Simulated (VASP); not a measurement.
# Al3Cu2 in VASP: notebook

Runs on Al3Cu2. Level: PBEsol. Tasks: single point.

Program: VASP 6.6.1. These are calculated values, not measurements. Logs are shortened: lines on timing, memory, paths and dates and some standing lists are left out, and cuts for length are marked.

## 1. The cell of the first run

The cell holds a disordered packing, 20 atoms: a = 6.895 Å, b = 6.976 Å, c = 7.003 Å, α = 89.88°, β = 90.99°, γ = 93.07°.

## 2. Single point, PBEsol

INCAR

```
ALGO = Normal
EDIFF = 1E-6
ENCUT = 400
GGA = PS
GGA_COMPAT = False
ISIF = 2
ISMEAR = -1
ISYM = -1
LASPH = True
LCHARG = False
LREAL = Auto
LWAVE = False
NBANDS = 78
NELM = 120
PREC = Accurate
SIGMA = 0.1069
```

KPOINTS

```
explicit points
1
Reciprocal
  0.25000000   0.25000000   0.25000000 1
```

POSCAR

```
Al3Cu2
1.0
    6.8921920000     -0.1854640000     -0.0600550000
   -0.1854640000      6.9738980000      0.0067840000
   -0.0600550000      0.0067840000      7.0022850000
Al Cu
12 8
Direct
    0.4736351571      0.0610296567      0.9914018259
    0.2101484565      0.9613561931      0.6033227190
    1.0514142813      1.0390770847      0.9084456839
    0.4743785372      0.8690442484      0.3198990339
    0.8093531648      0.3830645988      0.9732364498
    0.6057696804      0.5008914940      0.6462676755
    0.7955540776      0.1593917253      0.7053371416
    0.6935885698      0.7842667013      0.9992232530
    0.1484434971      0.3685380706      0.4121478363
    0.0853854676      0.6785864179      0.1533708345
    0.4652107135      0.3895695109      0.1836389678
    0.3006333357      0.6460226307      0.7670590268
    0.8868912488      0.9023096372      0.4429575468
    0.8958140766      0.2074377638      0.2584693220
    0.2308337965      0.0655694260      0.2305233078
    0.9193328703      0.7209569452      0.7777053581
    0.2666975070      0.3062109430      0.6941190174
    0.6194760330      0.8544192560      0.6684496922
    0.7135031196      0.5944460300      0.3319815900
    0.4744884963      0.1449532058      0.4642780241
```

Potentials or basis: VASP PAW PBE potentials, release 64 (Al, Cu).

Launch:

```sh
cat potpaw_PBE.64/Al/POTCAR potpaw_PBE.64/Cu/POTCAR > POTCAR
mpirun -np 1 vasp_std > vasp.out
```

OUTCAR:

```text
EDIFF = 1E-6
   ENCUT = 400
   GGA = PS
   ISIF = 2
   ISMEAR = -1
   ISYM = -1
   LASPH = True
   LREAL = Auto
   NELM = 120
   PREC = Accurate

 ion  position               nearest neighbor table
   1  0.474  0.061  0.991-  15 2.39   8 2.52   4 2.66  11 2.66  18 2.91   3 2.95   7 3.07  17 3.07
                             5 3.14   2 3.30
   2  0.210  0.961  0.603-  20 2.39   3 2.49  13 2.49  17 2.50  12 2.58  15 2.71   4 2.82  16 2.84
                            18 2.98   9 3.18   1 3.30   7 3.33
   3  0.051  0.039  0.908-   7 2.43   2 2.49  16 2.52  15 2.56  17 2.77   1 2.95  14 2.96   5 3.03
                             8 3.04  10 3.06
   4  0.474  0.869  0.320-  20 2.18  15 2.30  19 2.59  18 2.63   1 2.66   8 2.81   2 2.82  13 2.95
                            10 3.14
   5  0.809  0.383  0.973-  14 2.42   7 2.44  16 2.80   6 2.81  11 2.82   8 2.96  10 3.00  19 3.02
                             3 3.03   1 3.14
   6  0.606  0.501  0.646-  19 2.41  18 2.47  12 2.54  17 2.67  16 2.73   7 2.81   5 2.81  20 2.89
                             8 3.20
   7  0.796  0.159  0.705-  18 2.40   3 2.43   5 2.44  13 2.68  20 2.76   6 2.81   1 3.07   2 3.33
[... 5 lines left out ...]
  10  0.085  0.679  0.153-   9 2.86  16 2.87  15 2.88  19 2.90  13 2.96   5 3.00   8 3.02   3 3.06
                            12 3.12   4 3.14
  11  0.465  0.390  0.184-  19 2.39  20 2.60   1 2.66   9 2.73  15 2.73   5 2.82   8 3.36
  12  0.301  0.646  0.767-  17 2.42   6 2.54   2 2.58  18 2.67  16 2.71  10 3.12   8 3.24   9 3.28

  13  0.887  0.902  0.443-  18 2.46  14 2.49   2 2.49  19 2.52  16 2.67   7 2.68   4 2.95  10 2.96

  14  0.896  0.207  0.258-   9 2.28   5 2.42  13 2.49  15 2.57   3 2.96
  15  0.231  0.066  0.231-   4 2.30  20 2.37   1 2.39   3 2.56   9 2.56  14 2.57   2 2.71  11 2.73
                            10 2.88
  16  0.919  0.721  0.778-   8 2.28  18 2.42   3 2.52  13 2.67  12 2.71   6 2.73   5 2.80   2 2.84
                            10 2.87
  17  0.267  0.306  0.694-   9 2.18  12 2.42  20 2.48   2 2.50   6 2.67   3 2.77   1 3.07
  18  0.619  0.854  0.668-   7 2.40   8 2.42  16 2.42  13 2.46   6 2.47   4 2.63  12 2.67  20 2.70
                             1 2.91   2 2.98
  19  0.714  0.594  0.332-  11 2.39   6 2.41  13 2.52   4 2.59   8 2.68  10 2.90   5 3.02
  20  0.474  0.145  0.464-   4 2.18  15 2.37   2 2.39  17 2.48  11 2.60  18 2.70   7 2.76   9 2.82
                             6 2.89

IMPORTANT INFORMATION: All symmetrisations will be switched off!
NOSYMM: (Re-)initialisation of all symmetry stuff for point group C_1.

----------------------------------------------------------------------------------------

                                     Primitive cell

  volume of cell :     336.3018

  direct lattice vectors                    reciprocal lattice vectors
[... 92 lines left out ...]
   NELECT =     124.0000    total number of electrons
   NUPDOWN=      -1.0000    fix difference up-down
   EMIN   =  10.00;   EMAX   =-10.00  energy-range for DOS
   EFERMI =   0.00;   METHOD = LEGACY
   ISMEAR =    -1;   SIGMA  =   0.11  broadening in eV -4-tet -1-fermi 0-gaus
   EFERMI_NEDOS =   21; number of points for ismear=-14 and -15
   IALGO  =     38    algorithm
   IMIX   =      4    mixing-type and parameters
     AMIX     =   0.40;   BMIX     =  1.00
     AMIX_MAG =   1.60;   BMIX_MAG =  1.00
  volume/ion in A,a.u.               =      16.82       113.47
  Fermi-wavevector in a.u.,A,eV,Ry     =   1.173921  2.218390 18.750072  1.378091
  Thomas-Fermi vector in A             =   2.310327
   LORBIT       =      0    0 simple, 1 ext, 2 COOP (PROOUT), +10 PAW based schemes
   GGA     = PS    functional components
   LHFCALC =     F    Hartree Fock is set to
   AEXX    =    0.0000 exact exchange contribution
   IVDW    =     0    specifies the selected vdW correction
   LEPSILON=     F    determine dielectric tensor
   LRPA    =     F    only Hartree local field effects (RPA)
 non-spin polarized calculation
  energy-cutoff  :      400.00
  volume of cell :      336.30
 maximum number of plane-waves:      6115
 NGX is ok and might be reduce to    48
   NGX = 23   NGY = 23   NGZ = 23

 number of electron     124.0000000 magnetization

 Free energy of the ion-electron system (eV)
  ---------------------------------------------------
  ext. energy  EPLUGINS =         0.00000000
  ---------------------------------------------------
  free energy    TOTEN  =       -79.24541479 eV

  energy without entropy =      -78.89838201  energy(sigma->0) =      -79.07189840

 E-fermi :   6.6435     XC(G=0): -10.4033

 val. band max:        6.5258417061   @ k =   0.2500   0.2500   0.2500
 cond. band min:       6.7765433611   @ k =   0.2500   0.2500   0.2500
 fundamental gap:      0.2507016549
 Fermi energy:         6.6435497951

 k-point     1 :       0.2500    0.2500    0.2500
  band No.  band energies     occupation
      1      -3.1855      2.00000
      2      -2.0484      2.00000
      3      -1.6103      2.00000
      4      -1.4885      2.00000
      5      -0.4727      2.00000
      6      -0.1364      2.00000
[... 66 lines left out ...]
     73       8.7893      0.00000
     74       8.9985      0.00000
 [bands above 74 left out]

------------------------ aborting loop because EDIFF is reached ----------------------------------------

  FORCE on cell =-STRESS in cart. coord.  units (eV):
  Direction    XX          YY          ZZ          XY          YZ          ZX
  --------------------------------------------------------------------------------------
  -------------------------------------------------------------------------------------
  Total      -12.4259101      1.5279668     -3.0762414    -12.5748169     -6.4845374     -7.7129177
  in kB      -59.1983562      7.2793964    -14.6555409    -59.9077637    -30.8930249    -36.7451592
  external PRESSURE =     -22.1915003 kB  Pullay stress =       0.0000000 kB

 VOLUME and BASIS-vectors are now :
 -----------------------------------------------------------------------------
  energy-cutoff  :      400.00
  volume of cell :      336.30
      direct lattice vectors                 reciprocal lattice vectors
     6.892192000 -0.185464000 -0.060055000     0.145206421  0.003860415  0.001241621
    -0.185464000  6.973898000  0.006784000     0.003860415  0.143494598 -0.000105913
    -0.060055000  0.006784000  7.002285000     0.001241621 -0.000105913  0.142821277

 POSITION                                       TOTAL-FORCE (eV/Angst)
 -----------------------------------------------------------------------------------
      3.19353      0.34450      6.91405        -0.091383      0.721559     -1.199328
      1.23385      6.66952      4.21854        -0.037269     -0.131806     -1.123446
      0.29255      0.26915      6.35837         0.692504      0.003752      2.254745
      3.08912      5.97482      2.21743         1.281577     -2.997997     -0.504607
      5.44872      2.52795      6.76887        -0.110163      1.178055      0.735775
      4.04337      3.38520      4.49237         0.471333     -0.988723     -0.220360
[... 12 lines left out ...]
      4.78741      4.01553      2.28581         0.709624      0.229849     -0.698602
      3.21550      0.92604      3.22349         1.075816      2.104041      1.205342
 -----------------------------------------------------------------------------------
    total drift:                               -0.003187      0.001711     -0.001481

  FREE ENERGIE OF THE ION-ELECTRON SYSTEM (eV)
  ---------------------------------------------------
  free  energy   TOTEN  =       -79.2454147906 eV

  energy  without entropy=      -78.8983820083  energy(sigma->0) =      -79.07189840
```

stdout:

```text
POSCAR found type information on POSCAR AlCu
 POSCAR found :  2 types and      20 ions
 scaLAPACK will be used
 -----------------------------------------------------------------------------
|                                                                             |
|                                                                             |
|     You enforced a specific xc type in the INCAR file but a different       |
|     I HOPE YOU KNOW WHAT YOU ARE DOING!                                     |
|                                                                             |
 -----------------------------------------------------------------------------

 LDA part: xc-table for (Slater+PW92), standard interpolation
 POSCAR, INCAR and KPOINTS ok, starting setup
 FFT: planning ... GRIDC
 FFT: planning ... GRID_SOFT
 FFT: planning ... GRID
 WAVECAR not read
 entering main loop
```

Wall time 76 s (1 thread of Intel Xeon Platinum 8259CL at 2.50GHz (Skylake/Cascade Lake), shared host); peak memory 0.3 GiB.

Results:

```
Free energy   : -79.2454 eV
Pressure      : -2.2 GPa
Largest force : 3.299 eV/Å
```

Forces in eV/Å, atoms in the order of the input:
```
Al  -0.091  0.722 -1.199
Al  -0.037 -0.132 -1.123
Al   0.693  0.004  2.255
Al   1.282 -2.998 -0.505
Al  -0.110  1.178  0.736
Al   0.471 -0.989 -0.220
Al  -0.645  0.158 -2.571
Al   0.036 -0.612  1.675
Al  -0.374  0.938 -0.856
Al  -0.090  0.234 -0.046
Al  -0.370  0.403 -0.297
Al  -0.903  0.053  0.940
Cu   0.075 -0.039 -0.452
Cu  -1.018 -0.542 -0.119
Cu  -1.496  0.158 -0.193
Cu   1.415 -0.356 -0.427
Cu   0.742 -0.484  2.163
Cu  -1.364 -0.028 -0.269
Cu   0.710  0.230 -0.699
Cu   1.076  2.104  1.205
```

Levels at points of the mesh, in eV from the Fermi level:
| k point | band 58 | band 59 | band 60 | band 61 | band 62 | band 63 | band 64 | band 65 | band 66 | band 67 |
| --- | --- | --- | --- | --- | --- | --- | --- | --- | --- | --- |
| (0.25, 0.25, 0.25) | -1.62 | -1.41 | -1.18 | -0.30 | -0.12 | 0.13 | 0.27 | 0.52 | 0.70 | 1.03 |

Caveat: the atoms stand as in a frame of molecular dynamics; the PAW data sets were made with another functional, which shifts forces and pressure a little.

## 3. Single point, PBEsol

INCAR

```
PREC = Accurate
ENCUT = 400
EDIFF = 1E-6
ISMEAR = -1
SIGMA = 0.1069
LREAL = Auto
LASPH = True
NELM = 120
ALGO = Normal
ISIF = 2
LWAVE = False
LCHARG = True
GGA = PS
LELF = True
LVHAR = True
NBANDS = 78
ISYM = -1
GGA_COMPAT = False
```

KPOINTS is that of step 2.

POSCAR

```
Al3Cu2
1.0
    6.8921920000     -0.1854640000     -0.0600550000
   -0.1854640000      6.9738980000      0.0067840000
   -0.0600550000      0.0067840000      7.0022850000
Al Cu
12 8
Direct
    0.5075571633      0.0279027426      0.8350090082
    0.2838127814      0.9440087886      0.5893353699
    1.0561898659      1.0753512731      0.8956522477
    0.4319861646      0.7015151918      0.3312925495
    0.8512826907      0.3755861233      0.9388235134
    0.6183388043      0.4888715585      0.6494993894
    0.8613343207      0.1473703033      0.5891870543
    0.7320247973      0.8241217456      1.0626848104
    0.1418547471      0.4345652552      0.4522677949
    0.1177819313      0.7290806634      0.1195648721
    0.4362143293      0.3946507931      0.1265739027
    0.3441033298      0.6580710502      0.8460199451
    0.9783197353      0.8764672229      0.4149585511
    0.8132207766      0.1693373228      0.2256723611
    0.1999651069      0.0597128025      0.2394361002
    0.9691848758      0.7322437176      0.7909649288
    0.3298528174      0.3167636282      0.7608475500
    0.6071856100      0.8357137544      0.5997333798
    0.8218597072      0.5614403703      0.3513433077
    0.5124151731      0.2025076703      0.4222774824
```

Potentials or basis: VASP PAW PBE potentials, release 64 (Al, Cu).

Launch:

```sh
cat potpaw_PBE.64/Al/POTCAR potpaw_PBE.64/Cu/POTCAR > POTCAR
mpirun -np 1 vasp_std > vasp.out
```

Run time: 74 s. Hardware: 1 thread of Intel Xeon Platinum 8259CL at 2.50GHz (Skylake/Cascade Lake), shared host; peak memory 0.31 GiB.

Results (log left out):

* Free energy: -80.0695 eV
* Pressure: -5.2 GPa
* Largest force: 3.313 eV/Å

Forces on the atoms (eV/Å):
```
Al   1.076  1.845  2.533
Al  -1.890  0.627 -1.551
Al   0.603 -0.476  1.067
Al   0.646  0.204 -0.412
Al  -0.415  0.447  0.213
Al   0.736 -0.292 -0.513
Al  -0.657  0.493 -0.485
Al   0.181 -0.144  0.438
Al   0.055 -0.497 -0.146
Al  -0.829 -0.038  0.313
Al   0.329 -1.139 -0.154
Al   0.044 -0.012 -0.196
Cu  -0.895 -0.645  0.309
Cu   0.132  0.130 -0.070
Cu   0.670  0.897 -0.135
Cu  -0.211  0.080 -0.479
Cu  -0.288 -0.507 -0.046
Cu   1.465 -0.597 -0.606
Cu  -0.624 -0.331 -0.425
Cu  -0.129 -0.045  0.343
```

Stress tensor (GPa, compression positive):
```
-7.35 -4.94 -4.89
-4.94 -3.95 -4.08
-4.89 -4.08 -4.25
```

Levels at points of the mesh, in eV from the Fermi level:
```csv
k point,band 58,band 59,band 60,band 61,band 62,band 63,band 64,band 65,band 66,band 67
"(0.25, 0.25, 0.25)",-1.40,-1.26,-1.18,-0.32,-0.06,0.09,0.24,0.41,0.78,1.00
```

Caveat: the atoms stand as in a frame of molecular dynamics; the PAW data sets were made with another functional, which shifts forces and pressure a little.
